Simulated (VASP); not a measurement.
Input of a VASP 6.6.1 run:

The input INCAR:

```
SYSTEM = V
PREC = Accurate ; ENCUT = 520
EDIFF = 1E-7 ; ISMEAR = 0
SIGMA = 0.1 ; LREAL = .False.
LASPH = .True. ; NELM = 100
ALGO = Normal ; ISIF = 2
LWAVE = .False. ; LCHARG = .False.
GGA = PE ; NBANDS = 12
```

KPOINTS

```
regular mesh
0
Gamma
  20 20 20
  0 0 0
```

The input POSCAR:

```
V
1.0
   -1.4522318126      1.4522318126      1.4522318126
    1.4522318126     -1.4522318126      1.4522318126
    1.4522318126      1.4522318126     -1.4522318126
V
1
Direct
    0.0000000000      0.0000000000      0.0000000000
```

Potentials or basis: VASP PAW PBE potentials, release 64 (V_sv).

The run is started by

```console
$ cat potpaw_PBE.64/V_sv/POTCAR > POTCAR
$ mpirun -np 1 vasp_std > vasp.out
```

(1) What does it give for the band gap on the k mesh?

(2) Estimate the pressure.

## Answers

(1) zero (an odd number of electrons rules out a gap without spin polarisation).

(2) 20.9 GPa.

Caveat: the cell stands under pressure.
